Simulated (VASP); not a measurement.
# C (a cell with a defect) in VASP: electric field gradients with PBE

Aim: the electric field gradients of C (a cell with a defect) with PBE.

All numbers are computed with VASP 6.6.1; they aren't measurements. Logs are shortened: lines on timing, memory, paths and dates and some standing lists are left out, and cuts for length are marked.

## Step 1: The cell of the first run

The cell holds a defect, 35 atoms: a = 7.410 Å, b = 7.410 Å, c = 6.790 Å, α = 90.00°, β = 90.00°, γ = 120.00°.

## Step 2: Electric field gradients, PBE, collinear spin (atoms taken out)

INCAR

```
ALGO = Normal
EDIFF = 1E-8
ENCUT = 520
GGA = PE
ISIF = 2
ISMEAR = -1
ISPIN = 2
KPAR = 4
LASPH = True
LCHARG = False
LEFG = True
LORBIT = 11
LREAL = Auto
LWAVE = False
MAGMOM = 0 0 0 0 0 0 0 0 0 0 0 0 0 0 0 0 0 0.5 0 0.5 0 0 0 0 0 0.5 0 0 0 0 0 0 0 0 0
NBANDS = 97
NELM = 150
PREC = Accurate
SIGMA = 0.01
```

KPOINTS

```
k-points
0
Gamma
  3 3 3
```

POSCAR

```
C
1.0
    7.4100000000      0.0000000000      0.0000000000
   -3.7050000000      6.4172482419      0.0000000000
    0.0000000000      0.0000000000      6.7900000000
C
35
Direct
    0.0000000000      0.3333333333      0.0000000000
    0.0000000000      0.6666666667      0.0000000000
    0.3333333333      0.0000000000      0.0000000000
    0.3333333333      0.3333333333      0.0000000000
    0.3333333333      0.6666666667      0.0000000000
    0.6666666667      0.0000000000      0.0000000000
    0.6666666667      0.3333333333      0.0000000000
    0.6666666667      0.6666666667      0.0000000000
    0.0000000000      0.0000000000      0.5000000000
    0.0000000000      0.3333333333      0.5000000000
    0.0000000000      0.6666666667      0.5000000000
    0.3333333333      0.0000000000      0.5000000000
    0.3333333333      0.3333333333      0.5000000000
    0.3333333333      0.6666666667      0.5000000000
    0.6666666667      0.0000000000      0.5000000000
    0.6666666667      0.3333333333      0.5000000000
    0.6666666667      0.6666666667      0.5000000000
    0.1111111111      0.2222222222      0.0050000000
    0.1111111111      0.5555555556      0.0050000000
    0.1111111111      0.8888888889      0.0050000000
    0.4444444444      0.2222222222      0.0050000000
    0.4444444444      0.5555555556      0.0050000000
    0.4444444444      0.8888888889      0.0050000000
    0.7777777778      0.2222222222      0.0050000000
    0.7777777778      0.5555555556      0.0050000000
    0.7777777778      0.8888888889      0.0050000000
    0.2222222222      0.1111111111      0.5050000000
    0.2222222222      0.4444444444      0.5050000000
    0.2222222222      0.7777777778      0.5050000000
    0.5555555556      0.1111111111      0.5050000000
    0.5555555556      0.4444444444      0.5050000000
    0.5555555556      0.7777777778      0.5050000000
    0.8888888889      0.1111111111      0.5050000000
    0.8888888889      0.4444444444      0.5050000000
    0.8888888889      0.7777777778      0.5050000000
```

Potentials or basis: VASP PAW PBE potentials, release 64 (C).

On the command line:

```console
cat potpaw_PBE.64/C/POTCAR > POTCAR
mpirun -np 4 vasp_std > vasp.out
```

OUTCAR:

```text
EDIFF = 1E-8
   ENCUT = 520
   GGA = PE
   ISIF = 2
   ISMEAR = -1
   ISPIN = 2
   LASPH = True
   LORBIT = 11
   LREAL = Auto
   NELM = 150
   PREC = Accurate

 ion  position               nearest neighbor table
   1  0.000  0.333  0.000-  18 1.43  24 1.43  19 1.43
   2  0.000  0.667  0.000-  20 1.43  19 1.43  25 1.43
   3  0.333  0.000  0.000-  21 1.43  20 1.43  23 1.43
   4  0.333  0.333  0.000-  18 1.43  21 1.43  22 1.43
   5  0.333  0.667  0.000-  23 1.43  19 1.43  22 1.43
   6  0.667  0.000  0.000-  24 1.43  26 1.43  23 1.43
[... 9 lines left out ...]
  16  0.667  0.333  0.500-  30 1.43  34 1.43  31 1.43
  17  0.667  0.667  0.500-  32 1.43  35 1.43  31 1.43
[... 4 lines left out ...]
  22  0.444  0.556  0.005-   5 1.43   4 1.43   8 1.43
  23  0.444  0.889  0.005-   5 1.43   3 1.43   6 1.43
  24  0.778  0.222  0.005-   6 1.43   7 1.43   1 1.43
  25  0.778  0.556  0.005-   8 1.43   2 1.43   7 1.43
  26  0.778  0.889  0.005-   8 1.43   6 1.43
  27  0.222  0.111  0.505-  13 1.43  12 1.43   9 1.43
  28  0.222  0.444  0.505-  13 1.43  10 1.43  14 1.43
  29  0.222  0.778  0.505-  12 1.43  14 1.43  11 1.43
  30  0.556  0.111  0.505-  16 1.43  15 1.43  12 1.43
  31  0.556  0.444  0.505-  16 1.43  17 1.43  13 1.43
  32  0.556  0.778  0.505-  15 1.43  17 1.43  14 1.43
  33  0.889  0.111  0.505-  10 1.43  15 1.43   9 1.43
  34  0.889  0.444  0.505-  16 1.43  10 1.43  11 1.43
  35  0.889  0.778  0.505-   9 1.43  11 1.43  17 1.43

  LATTYP: Found a hexagonal cell.
 ALAT       =     7.4100000000
 C/A-ratio  =     0.9163292848

  Lattice vectors:

 A1 = (   7.4100000000,   0.0000000000,   0.0000000000)
 A2 = (  -3.7050000000,   6.4172482419,   0.0000000000)
 A3 = (   0.0000000000,   0.0000000000,   6.7900000000)

Analysis of symmetry for initial positions (statically):
=====================================================================
 Subroutine PRICEL returns:
 Original cell was already a primitive cell.

 Routine SETGRP: Setting up the symmetry group for a
 hexagonal supercell.

 Subroutine GETGRP returns: Found  6 space group operations
 (whereof  6 operations were pure point group operations)
 out of a pool of 24 trial point group operations.

The static configuration has the point symmetry C_3v.

Analysis of symmetry for dynamics (positions and initial velocities):
=====================================================================
 Subroutine PRICEL returns:
 Original cell was already a primitive cell.

 Routine SETGRP: Setting up the symmetry group for a
 hexagonal supercell.

 Subroutine GETGRP returns: Found  6 space group operations
 (whereof  6 operations were pure point group operations)
 out of a pool of 24 trial point group operations.

The dynamic configuration has the point symmetry C_3v.

Analysis of structural, dynamic, and magnetic symmetry:
=====================================================================
 Subroutine PRICEL returns:
 Original cell was already a primitive cell.

 Routine SETGRP: Setting up the symmetry group for a
 hexagonal supercell.

 Subroutine GETGRP returns: Found  6 space group operations
 (whereof  6 operations were pure point group operations)
 out of a pool of 24 trial point group operations.

The overall configuration has the point symmetry C_3v.

 Subroutine INISYM returns: Found  6 space group operations
 (whereof  6 operations are pure point group operations),
 and found     1 'primitive' translations

----------------------------------------------------------------------------------------

                                     Primitive cell

  volume of cell :     322.8768

  direct lattice vectors                    reciprocal lattice vectors
     7.410000000  0.000000000  0.000000000     0.134952767  0.077915016  0.000000000
    -3.705000000  6.417248242  0.000000000     0.000000000  0.155830032  0.000000000
[... 175 lines left out ...]
 Free energy of the ion-electron system (eV)
  ---------------------------------------------------
  ext. energy  EPLUGINS =         0.00000000
  ---------------------------------------------------
  free energy    TOTEN  =      -314.06747776 eV

  energy without entropy =     -314.06104806  energy(sigma->0) =     -314.06426291

 E-fermi :   4.1101     XC(G=0): -10.1377

 val. band max:        4.1071873840   @ k =   0.0000   0.0000   0.0000
 cond. band min:       4.1180288809   @ k =   0.3333  -0.0000   0.3333
 fundamental gap:      0.0108414968
 Fermi energy:         4.1101204686

 spin component 1

 k-point     1 :       0.0000    0.0000    0.0000
  band No.  band energies     occupation
      1     -15.3481      1.00000
      2     -14.8417      1.00000
      3     -12.8044      1.00000
      4     -12.8044      1.00000
      5     -12.8016      1.00000
      6     -12.7483      1.00000
[... 584 lines left out ...]
     81       8.0836      0.00000
     82       8.3701      0.00000
 Fermi energy:         4.1101204686

 spin component 2

 k-point     1 :       0.0000    0.0000    0.0000
  band No.  band energies     occupation
      1     -15.3468      1.00000
      2     -14.8318      1.00000
      3     -12.8017      1.00000
      4     -12.8017      1.00000
      5     -12.8003      1.00000
      6     -12.7473      1.00000
[... 584 lines left out ...]
     81       8.0852      0.00000
     82       8.3704      0.00000
 [bands above 82 left out]

------------------------ aborting loop because EDIFF is reached ----------------------------------------

  FORCE on cell =-STRESS in cart. coord.  units (eV):
  Direction    XX          YY          ZZ          XY          YZ          ZX
  --------------------------------------------------------------------------------------
  -------------------------------------------------------------------------------------
  Total       -9.6772826     -9.6772826      5.2723660      0.0000000     -0.0000000      0.0000000
  in kB      -48.0205559    -48.0205559     26.1625041      0.0000000     -0.0000000      0.0000000
  external PRESSURE =     -23.2928693 kB  Pullay stress =       0.0000000 kB

 VOLUME and BASIS-vectors are now :
 -----------------------------------------------------------------------------
  energy-cutoff  :      520.00
  volume of cell :      322.88
      direct lattice vectors                 reciprocal lattice vectors
     7.410000000  0.000000000  0.000000000     0.134952767  0.077915016  0.000000000
    -3.705000000  6.417248242  0.000000000     0.000000000  0.155830032  0.000000000
     0.000000000  0.000000000  6.790000000     0.000000000  0.000000000  0.147275405

 POSITION                                       TOTAL-FORCE (eV/Angst)
 -----------------------------------------------------------------------------------
     -1.23500      2.13908      0.00000         0.299472     -1.958656      0.463258
     -2.47000      4.27817      0.00000        -1.546510      1.238678      0.463258
      2.47000      0.00000      0.00000        -1.845982      0.719978      0.463258
      1.23500      2.13908      0.00000        -0.299472     -1.958656      0.463258
     -0.00000      4.27817      0.00000         0.000000     -0.000000      0.579802
      4.94000      0.00000      0.00000         1.845982      0.719978      0.463258
[... 27 lines left out ...]
      4.94000      2.85211      3.42895         0.018010      0.010398     -0.565574
      3.70500      4.99119      3.42895         0.000000     -0.015861     -0.568863
 -----------------------------------------------------------------------------------
    total drift:                               -0.000001      0.000000      0.032375

  FREE ENERGIE OF THE ION-ELECTRON SYSTEM (eV)
  ---------------------------------------------------
  free  energy   TOTEN  =      -314.0674777625 eV

  energy  without entropy=     -314.0610480600  energy(sigma->0) =     -314.06426291

 Electric field gradients (V/A^2)
---------------------------------------------------------------------
 ion       V_xx      V_yy      V_zz      V_xy      V_xz      V_yz
---------------------------------------------------------------------
   1     -16.560    -8.944    25.504    -5.706     0.102    -0.107
   2     -15.789    -9.715    25.504    -6.152    -0.041     0.142
   3      -5.906   -19.598    25.504    -0.446    -0.143    -0.035
   4     -16.560    -8.944    25.503     5.705    -0.102    -0.107
   5     -14.452   -14.453    28.905    -0.000     0.000    -0.000
   6      -5.906   -19.598    25.504     0.445     0.143    -0.035
[... 27 lines left out ...]
  34     -15.903   -16.046    31.949     0.124    -0.001    -0.000
  35     -15.981   -16.009    31.990    -0.000    -0.000     0.027
---------------------------------------------------------------------

 Electric field gradients after diagonalization (V/A^2)
 (convention: |V_zz| > |V_xx| > |V_yy|)
----------------------------------------------------------------------
 ion       V_xx      V_yy      V_zz     asymmetry (V_yy - V_xx)/ V_zz
----------------------------------------------------------------------
   1     -19.612    -5.892    25.505       0.538
   2     -19.612    -5.892    25.505       0.538
   3     -19.612    -5.892    25.505       0.538
   4     -19.611    -5.893    25.504       0.538
   5     -14.453   -14.452    28.905       0.000
   6     -19.612    -5.892    25.505       0.538
[... 27 lines left out ...]
  34     -16.118   -15.832    31.949       0.009
  35     -16.009   -15.981    31.990       0.001
----------------------------------------------------------------------

           NMR quadrupolar parameters

 Cq : quadrupolar parameter    Cq=e*Q*V_zz/h
 eta: asymmetry parameters     (V_yy - V_xx)/ V_zz
 Q  : nuclear electric quadrupole moment in mb (millibarn)
----------------------------------------------------------------------
 ion       Cq(MHz)       eta       Q (mb)
----------------------------------------------------------------------
   1       0.062       0.538       1.000
   2       0.062       0.538       1.000
   3       0.062       0.538       1.000
   4       0.062       0.538       1.000
   5       0.070       0.000       1.000
   6       0.062       0.538       1.000
[... 27 lines left out ...]
  34       0.077       0.009       1.000
  35       0.077       0.001       1.000
----------------------------------------------------------------------

 total charge

# of ion       s       p       d       tot
------------------------------------------
    1        0.862   1.762   0.000   2.623
    2        0.862   1.762   0.000   2.623
    3        0.862   1.762   0.000   2.623
    4        0.862   1.762   0.000   2.623
    5        0.862   1.781   0.000   2.643
    6        0.862   1.762   0.000   2.623
[... 27 lines left out ...]
   34        0.863   1.777   0.000   2.640
   35        0.863   1.776   0.000   2.639
--------------------------------------------------
tot         30.182  61.463   0.000  91.645

 magnetization (x)

# of ion       s       p       d       tot
------------------------------------------
    1        0.001  -0.001   0.000  -0.000
    2        0.001  -0.001   0.000  -0.000
    3        0.001  -0.001   0.000  -0.000
    4        0.001  -0.001   0.000  -0.000
    5       -0.000  -0.002   0.000  -0.002
    6        0.001  -0.001   0.000  -0.000
[... 27 lines left out ...]
   34       -0.000  -0.001   0.000  -0.001
   35       -0.000  -0.001   0.000  -0.001
--------------------------------------------------
tot          0.048   0.121   0.000   0.169
```

Wall time 23 min (4 MPI ranks of Oxide Virtual Turin-like, shared host); peak memory 0.71 GiB.

What came out:

```
Free energy                                           : -314.0675 eV
Pressure                                              : -2.3 GPa
Largest force                                         : 2.035 eV/Å
Net moment                                            : 0.26 μB per cell
Site moments                                          : C -0.00, +0.00, +0.05 (each value once) μB
Largest electric field gradient by atom               : C +25.5, +28.9, +33.9, +32.3, +30.3, +31.7, +31.6, +40.7, +21.6, +18.9, +21.7, +32.0, +31.9 (each value once) V/Å²
Valence electrons inside the program's atomic spheres : C 2.62, 2.64, 2.63, 2.42, 2.65 (each value once)
```

Forces on the atoms (eV/Å):
```
C    0.299 -1.959  0.463
C   -1.547  1.239  0.463
C   -1.846  0.720  0.463
C   -0.299 -1.959  0.463
C    0.000  0.000  0.580
C    1.846  0.720  0.463
C    0.000  0.000  0.574
C    1.547  1.239  0.463
C    0.000  0.000  0.563
C   -0.005 -0.031  0.567
C   -0.029  0.011  0.567
C   -0.024  0.020  0.567
C    0.005 -0.031  0.567
C    0.000  0.000  0.570
C    0.024  0.020  0.567
C    0.000  0.000  0.569
C    0.029  0.011  0.567
C    0.000  1.569 -0.277
C    0.803  0.463 -0.507
C    1.359 -0.784 -0.277
C    0.666  0.384 -0.523
C   -0.803  0.463 -0.507
C    0.000 -0.927 -0.507
C   -0.666  0.384 -0.523
C    0.000 -0.769 -0.523
C   -1.359 -0.784 -0.277
C    0.014  0.008 -0.569
C    0.000 -0.036 -0.570
C   -0.031  0.018 -0.570
C    0.000 -0.021 -0.566
C   -0.018  0.010 -0.566
C    0.031  0.018 -0.570
C   -0.014  0.008 -0.569
C    0.018  0.010 -0.566
C    0.000 -0.016 -0.569
```

Levels at points of the mesh, in eV from the Fermi level:
Spin up:
```csv
k point,band 67,band 68,band 69,band 70,band 71,band 72,band 73,band 74
"(0.00, 0.00, 0.00)",-0.44,-0.01,0.03,0.03,0.37,0.37,0.74,0.74
```
Spin down:
```csv
k point,band 66,band 67,band 68,band 69,band 70,band 71,band 72,band 73,band 74,band 75
"(0.00, 0.00, 0.00)",-2.17,-0.44,0.00,0.03,0.03,0.40,0.40,0.81,1.00,1.00
```

Electric field gradients, principal values (V/Å²):
| atom | least | middle | greatest (by size) |
| --- | --- | --- | --- |
| 1 C | -5.892 | -19.612 | 25.505 |
| 2 C | -5.892 | -19.612 | 25.505 |
| 3 C | -5.892 | -19.612 | 25.505 |
| 4 C | -5.893 | -19.611 | 25.504 |
| 5 C | -14.452 | -14.453 | 28.905 |
| 6 C | -5.892 | -19.612 | 25.505 |
| 7 C | -16.941 | -16.941 | 33.882 |
| 8 C | -5.893 | -19.611 | 25.504 |
| 9 C | -16.140 | -16.143 | 32.283 |
| 10 C | -15.021 | -15.241 | 30.261 |
| 11 C | -15.022 | -15.240 | 30.261 |
| 12 C | -15.022 | -15.240 | 30.261 |
| 13 C | -15.021 | -15.240 | 30.261 |
| 14 C | -15.853 | -15.853 | 31.706 |
| 15 C | -15.021 | -15.241 | 30.261 |
| 16 C | -15.778 | -15.778 | 31.556 |
| 17 C | -15.021 | -15.240 | 30.261 |
| 18 C | -6.007 | -34.662 | 40.670 |
| 19 C | -5.686 | -15.964 | 21.650 |
| 20 C | -6.007 | -34.663 | 40.670 |
| 21 C | -6.533 | -12.361 | 18.894 |
| 22 C | -5.687 | -15.963 | 21.651 |
| 23 C | -5.686 | -15.964 | 21.650 |
| 24 C | -6.535 | -12.359 | 18.894 |
| 25 C | -6.533 | -12.361 | 18.894 |
| 26 C | -6.007 | -34.662 | 40.670 |
| 27 C | -15.981 | -16.009 | 31.990 |
| 28 C | -15.631 | -16.024 | 31.655 |
| 29 C | -15.630 | -16.026 | 31.655 |
| 30 C | -15.832 | -16.118 | 31.949 |
| 31 C | -15.831 | -16.119 | 31.950 |
| 32 C | -15.631 | -16.024 | 31.655 |
| 33 C | -15.981 | -16.008 | 31.990 |
| 34 C | -15.832 | -16.118 | 31.949 |
| 35 C | -15.981 | -16.009 | 31.990 |

Caveat: the cell differs from its parent crystal (atoms taken out); without QUAD_EFG the Cq values of the log hold for a quadrupole moment of 1 mb, not for the nuclei.
